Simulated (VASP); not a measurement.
# Co (P6/mmm) in VASP: notebook, part 2 of 2

VASP 6.6.1. Earlier steps stand in the parts before.

## Step 4: Relaxation of cell and atoms, PBEsol, collinear spin, ferromagnetic start, target pressure -6.6 GPa, at which the enthalpy is minimised

This run uses another cell than the first one, of 10.68 Å³/atom.

Contents of INCAR:

```
SYSTEM = Co
PREC     = Accurate       ! precision mode
ENCUT    = 600            ! plane-wave cutoff, eV
EDIFF    = 1E-6           ! SCF threshold, eV
ISMEAR   = -1             ! smearing method
SIGMA    = 0.08           ! smearing width, eV
LREAL    = .FALSE.        ! projectors in reciprocal space
LASPH    = .TRUE.         ! aspherical terms in the spheres
NELM     = 150            ! most SCF steps
ALGO     = Normal         ! electronic algorithm
ISIF     = 3              ! what is computed and relaxed
LWAVE    = .FALSE.        ! write WAVECAR
LCHARG   = .FALSE.        ! write CHGCAR
ISPIN    = 2              ! spin polarisation
MAGMOM   = 1.7 1.7 1.7    ! initial moments
LORBIT   = 11             ! projections on sites
LMAXMIX  = 4              ! l up to which the mixer works
GGA      = PS             ! functional
IBRION   = 2              ! ionic algorithm
NSW      = 60             ! ionic steps
EDIFFG   = -0.005         ! ionic threshold
PSTRESS  = -66.0
```

Contents of KPOINTS:

```
Automatic mesh
0
G
  9 9 13
  0 0 0
```

Contents of POSCAR:

```
Co
1.0
    3.9071626428      0.0000000000      0.0000000000
   -1.9535813214      3.3837021054      0.0000000000
    0.0000000000      0.0000000000      2.4224408386
Co
3
Direct
    0.0000000000      0.0000000000      0.0000000000
    0.3333333333      0.6666666667      0.5000000000
    0.6666666667      0.3333333333      0.5000000000
```

Potentials or basis: VASP PAW PBE potentials, release 64 (Co).

Command:

```console
> cat potpaw_PBE.64/Co/POTCAR > POTCAR
> mpirun -np 1 vasp_std > vasp.out
```

OUTCAR:

```text
SYSTEM = Co
   PREC = Accurate
   ENCUT = 600
   EDIFF = 1E-6
   ISMEAR = -1
   LREAL = .FALSE.
   LASPH = .TRUE.
   NELM = 150
   ISIF = 3
   ISPIN = 2
   LORBIT = 11
   GGA = PS
   IBRION = 2
   NSW = 60
   EDIFFG = -0.005
   PSTRESS = -66.0

 ion  position               nearest neighbor table
   1  0.000  0.000  0.000-   2 2.56   3 2.56   2 2.56   3 2.56   3 2.56   3 2.56   2 2.56   2 2.56
                             3 2.56   3 2.56   2 2.56   2 2.56
   2  0.333  0.667  0.500-   3 2.26   3 2.26   3 2.26   1 2.56   1 2.56   1 2.56   1 2.56   1 2.56
                             1 2.56
   3  0.667  0.333  0.500-   2 2.26   2 2.26   2 2.26   1 2.56   1 2.56   1 2.56   1 2.56   1 2.56
                             1 2.56

  LATTYP: Found a hexagonal cell.
 ALAT       =     3.9071626428
 C/A-ratio  =     0.6200000000

  Lattice vectors:

 A1 = (   3.9071626428,   0.0000000000,   0.0000000000)
 A2 = (  -1.9535813214,   3.3837021054,   0.0000000000)
 A3 = (   0.0000000000,   0.0000000000,   2.4224408386)

Analysis of symmetry for initial positions (statically):
=====================================================================
 Subroutine PRICEL returns:
 Original cell was already a primitive cell.

 Routine SETGRP: Setting up the symmetry group for a
 hexagonal supercell.

 Subroutine GETGRP returns: Found 24 space group operations
 (whereof 24 operations were pure point group operations)
 out of a pool of 24 trial point group operations.

The static configuration has the point symmetry D_6h.

Analysis of symmetry for dynamics (positions and initial velocities):
=====================================================================
 Subroutine PRICEL returns:
 Original cell was already a primitive cell.

 Routine SETGRP: Setting up the symmetry group for a
 hexagonal supercell.

 Subroutine GETGRP returns: Found 24 space group operations
 (whereof 24 operations were pure point group operations)
 out of a pool of 24 trial point group operations.

The dynamic configuration has the point symmetry D_6h.

Analysis of structural, dynamic, and magnetic symmetry:
=====================================================================
 Subroutine PRICEL returns:
 Original cell was already a primitive cell.

 Routine SETGRP: Setting up the symmetry group for a
 hexagonal supercell.

 Subroutine GETGRP returns: Found 24 space group operations
 (whereof 24 operations were pure point group operations)
 out of a pool of 24 trial point group operations.

The overall configuration has the point symmetry D_6h.

 Subroutine INISYM returns: Found 24 space group operations
 (whereof 24 operations are pure point group operations),
 and found     1 'primitive' translations

----------------------------------------------------------------------------------------

                                     Primitive cell

  volume of cell :      32.0263

  direct lattice vectors                    reciprocal lattice vectors
     3.907162643  0.000000000  0.000000000     0.255940203  0.147767145  0.000000000
    -1.953581321  3.383702105  0.000000000     0.000000000  0.295534290  0.000000000
     0.000000000  0.000000000  2.422440839     0.000000000  0.000000000  0.412806779

  length of vectors
     3.907162643  3.907162643  2.422440839     0.295534290  0.295534290  0.412806779

  position of ions in fractional coordinates (direct lattice)
     0.000000000  0.000000000  0.000000000
     0.333333333  0.666666667  0.500000000
     0.666666667  0.333333333  0.500000000

[... 74 lines left out ...]
   LASPH  =      T    aspherical Exc in radial PAW
   ENCUT  =  600.0 eV  44.10 Ry    6.64 a.u.   7.80  7.80  4.84*2*pi/ulx,y,z
   NELM   =    150;   NELMIN=  2; NELMDL= -5     # of ELM steps
   EDIFF  = 0.1E-05   stopping-criterion for ELM
   LREAL  =      F    real-space projection
   EDIFFG = -.5E-02   stopping-criterion for IOM
   NSW    =     60    number of steps for IOM
   IBRION =      2    ionic relax: 0-MD 1-quasi-New 2-CG
   NFREE  =      1    steps in history (QN), initial steepest desc. (CG)
   ISIF   =      3    stress and relaxation
   ISYM   =      2    0-nonsym 1-usesym 2-fastsym
   POTIM  = 0.5000    time-step for ionic-motion
   TEBEG  =    0.0;   TEEND  =   0.0 temperature during run
   PSTRESS=  -66.0 pullay stress
   NELECT =      27.0000    total number of electrons
   NUPDOWN=      -1.0000    fix difference up-down
   EMIN   =  10.00;   EMAX   =-10.00  energy-range for DOS
   EFERMI =   0.00;   METHOD = LEGACY
   ISMEAR =    -1;   SIGMA  =   0.08  broadening in eV -4-tet -1-fermi 0-gaus
   EFERMI_NEDOS =   21; number of points for ismear=-14 and -15
   IALGO  =     38    algorithm
   IMIX   =      4    mixing-type and parameters
     AMIX     =   0.40;   BMIX     =  1.00
     AMIX_MAG =   1.60;   BMIX_MAG =  1.00
  volume/ion in A,a.u.               =      10.68        72.04
  Fermi-wavevector in a.u.,A,eV,Ry     =   1.546538  2.922532 32.542124  2.391779
  Thomas-Fermi vector in A             =   2.651760
   LORBIT       =     11    0 simple, 1 ext, 2 COOP (PROOUT), +10 PAW based schemes
   GGA     = PS    functional components
   LHFCALC =     F    Hartree Fock is set to
   AEXX    =    0.0000 exact exchange contribution
   IVDW    =     0    specifies the selected vdW correction
   LEPSILON=     F    determine dielectric tensor
   LRPA    =     F    only Hartree local field effects (RPA)
 conjugate gradient relaxation of ions
 spin polarized calculation
  energy-cutoff  :      600.00
  volume of cell :       32.03
 maximum number of plane-waves:      1095
 NGX is ok and might be reduce to    32
   NGX = 15   NGY = 15   NGZ =  9

--------------------------------------- Ionic step        1  -------------------------------------------

 number of electron      27.0000011 magnetization       4.8765662

 Free energy of the ion-electron system (eV)
  ---------------------------------------------------
  ext. energy  EPLUGINS =         0.00000000
  ---------------------------------------------------
  free energy    TOTEN  =       -22.95407366 eV

  energy without entropy =      -22.90883860  energy(sigma->0) =      -22.93145613

------------------------ aborting loop because EDIFF is reached ----------------------------------------

  FORCE on cell =-STRESS in cart. coord.  units (eV):
  Direction    XX          YY          ZZ          XY          YZ          ZX
  --------------------------------------------------------------------------------------
  -------------------------------------------------------------------------------------
  Total       -0.5014817     -0.5014817     -0.9548726      0.0000000      0.0000000      0.0000000
  in kB      -25.0875886    -25.0875886    -47.7693375      0.0000000      0.0000000      0.0000000
  external PRESSURE =      33.3518285 kB  Pullay stress =     -66.0000000 kB
[... 26 lines left out ...]
--------------------------------------- Ionic step        2  -------------------------------------------

 number of electron      27.0000007 magnetization       4.9404311

 E-fermi :   9.9532     XC(G=0): -13.4764

 val. band max:        9.9513906360   @ k =   0.4444   0.0000   0.0000
 cond. band min:       9.9584219142   @ k =   0.4444   0.1111   0.0769
 fundamental gap:      0.0070312783
 Fermi energy:         9.9531781950

 spin component 1

 k-point     1 :       0.0000    0.0000    0.0000
  band No.  band energies     occupation
      1       0.9746      1.00000
      2       5.2604      1.00000
      3       6.4989      1.00000
      4       6.4989      1.00000
      5       6.5499      1.00000
      6       6.5499      1.00000
[... 1332 lines left out ...]
--------------------------------------- Ionic step        8  -------------------------------------------

 number of electron      27.0000010 magnetization       4.9112582

 Free energy of the ion-electron system (eV)
  ---------------------------------------------------
  ext. energy  EPLUGINS =         0.00000000
  ---------------------------------------------------
  free energy    TOTEN  =       -22.93948950 eV

  energy without entropy =      -22.89364737  energy(sigma->0) =      -22.91656844

 E-fermi :  10.1872     XC(G=0): -13.5738

 val. band max:       10.1861542892   @ k =   0.4444   0.0000   0.0000
 cond. band min:      10.1886116219   @ k =   0.3333   0.0000   0.0000
 fundamental gap:      0.0024573327
 Fermi energy:        10.1871887633

 spin component 1

 k-point     1 :       0.0000    0.0000    0.0000
  band No.  band energies     occupation
      1       1.1082      1.00000
      2       5.4185      1.00000
      3       6.6883      1.00000
      4       6.6883      1.00000
      5       6.7383      1.00000
      6       6.7383      1.00000
[... 1133 lines left out ...]
  energy  without entropy=      -22.8936473714  energy(sigma->0) =      -22.91656844

  enthalpy is  TOTEN    =       -24.2793458986 eV   P V=       -1.3398563977

 reached required accuracy - stopping structural energy minimisation

 total charge

# of ion       s       p       d       tot
------------------------------------------
    1        0.470   0.509   7.247   8.226
    2        0.506   0.538   7.281   8.325
    3        0.506   0.538   7.281   8.325
--------------------------------------------------
tot          1.482   1.585  21.809  24.876

 magnetization (x)

# of ion       s       p       d       tot
------------------------------------------
    1       -0.008  -0.049   1.673   1.616
    2       -0.010  -0.043   1.717   1.664
    3       -0.010  -0.043   1.717   1.664
--------------------------------------------------
tot         -0.029  -0.135   5.107   4.944
```

It took 3.2 min on 1 thread of Intel Xeon 6975P-C (Granite Rapids), shared host; peak memory 0.23 GiB.

Results:

| Item | Value |
| --- | --- |
| Free energy | -22.9395 eV |
| Relaxed volume | 10.84 Å³/atom |
| Relaxed cell | a = 3.936 Å, b = 3.936 Å, c = 2.425 Å, α = 90.00°, β = 90.00°, γ = 120.00° |
| Space group after relaxing (to 0.1 Å) | P6/mmm (No. 191) |
| Energy change on relaxing (the run minimises the enthalpy) | +4.9 meV/atom |
| Ionic steps | 8 |
| Pressure after relaxing | -6.6 GPa |
| Net moment | 4.91 μB per cell |
| Site moments | Co +1.62, +1.66 (each value once) μB |
| Valence electrons inside the program's atomic spheres | Co 8.23, 8.32 (each value once) |

The path:
```tsv
step	energy change (eV)	largest force (eV/Å)	pressure (GPa)	volume (Å³)
1	0.0000	0.0000	-3.26	32.03
2	0.0425	0.0000	-9.83	33.07
3	0.0156	0.0000	-6.74	32.55
4	0.0152	0.0000	-6.69	32.54
5	0.0141	0.0000	-6.51	32.51
6	0.0141	0.0000	-6.41	32.51
7	0.0162	0.0000	-6.84	32.56
8	0.0146	0.0000	-6.59	32.53
```

Final structure:
```cif
data_structure
_symmetry_space_group_name_H-M 'P 1'
_symmetry_Int_Tables_number 1
_cell_length_a 3.9355
_cell_length_b 3.9355
_cell_length_c 2.4249
_cell_angle_alpha 90.000
_cell_angle_beta 90.000
_cell_angle_gamma 120.000
_cell_volume 32.53
loop_
_atom_site_label
_atom_site_type_symbol
_atom_site_fract_x
_atom_site_fract_y
_atom_site_fract_z
_atom_site_occupancy
Co1 Co 0.00000 0.00000 0.00000 1
Co2 Co 0.33333 0.66667 0.50000 1
Co3 Co 0.66667 0.33333 0.50000 1
```

Caveat: the cell is relaxed towards a set pressure, so the run minimises the enthalpy, not the energy; the PAW data sets were made with another functional, which shifts forces and pressure a little.

## Step 5: The runs side by side

```csv
task,cell,cutoff (eV),gap on the mesh (eV),pressure (GPa),moment (μB)
single point,"a = 3.941, b = 3.941, c = 2.428 Å, angles 90.0, 90.0, 120.0°, 3 atoms",520,none,-7.3,4.92
single point,"a = 3.940, b = 3.940, c = 2.428 Å, angles 90.0, 90.0, 120.0°, 3 atoms",520,none,-7.3,4.92
relaxation of cell and atoms,"relaxed to -6.6 GPa from a = 3.907, b = 3.907, c = 2.422 Å, angles 90.0, 90.0, 120.0°, 3 atoms",600,none,-6.6,4.91
```

Alike in all rows: level PBEsol; potentials or basis VASP PAW PBE potentials, release 64 (Co); spin collinear, ferromagnetic start; k mesh 9 × 9 × 13; smearing fermi-dirac 0.08 eV.

Caveats: the PAW data sets were made with another functional, which shifts forces and pressure a little; the cell stands under tension (at least some runs); the cell is relaxed towards a set pressure, so the run minimises the enthalpy, not the energy (at least some runs).

Total energies depend on the potentials used, so only differences within one code and one set of settings carry meaning.
